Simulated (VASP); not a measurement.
AlAg:

```
CELL_PARAMETERS angstrom
2.92639 0.00000 0.00000
-1.46319 2.53432 0.00000
0.00000 0.00000 4.42760
ATOMIC_POSITIONS crystal
Al 0.00000 0.00000 0.50000
Ag 0.66667 0.33333 0.00000
```

| Quantity | Value |
| --- | --- |
| Program | VASP 6.6.1 |
| Task | relaxation of cell and atoms |
| Functional | PBEsol |
| Potentials or basis | VASP PAW PBE potentials, release 64 (Al, Ag) |
| Cutoff | 600 eV |
| k mesh | 7 × 7 × 4 |
| Occupations | fermi-dirac, width 0.1 eV |
| Spin | no spin polarisation |

At the start: pressure -1.6 GPa; volume 16.42 Å³/atom.

**Question.** How do energy, volume and symmetry change on relaxing?

**Answer.** Over 5 steps the energy falls by 4.9 meV/atom and the volume is 16.20 Å³/atom (-1.3 %); space group P-6m2 (No. 187, to 0.05 Å).

The path:
| step | energy change (eV) | largest force (eV/Å) | pressure (GPa) | volume (Å³) |
| --- | --- | --- | --- | --- |
| 1 | 0.0000 | 0.0000 | -1.62 | 32.84 |
| 2 | -0.0073 | 0.0000 | 1.11 | 32.05 |
| 3 | -0.0074 | 0.0000 | 0.80 | 32.14 |
| 4 | -0.0097 | 0.0000 | 0.29 | 32.33 |
| 5 | -0.0098 | 0.0000 | 0.12 | 32.40 |

Final structure:
```cif
data_structure
_symmetry_space_group_name_H-M 'P 1'
_symmetry_Int_Tables_number 1
_cell_length_a 2.9439
_cell_length_b 2.9439
_cell_length_c 4.3164
_cell_angle_alpha 90.000
_cell_angle_beta 90.000
_cell_angle_gamma 120.000
_cell_volume 32.40
loop_
_atom_site_label
_atom_site_type_symbol
_atom_site_fract_x
_atom_site_fract_y
_atom_site_fract_z
_atom_site_occupancy
Al1 Al 0.00000 0.00000 0.50000 1
Ag1 Ag 0.66667 0.33333 0.00000 1
```

Caveat: the PAW data sets were made with another functional, which shifts forces and pressure a little.
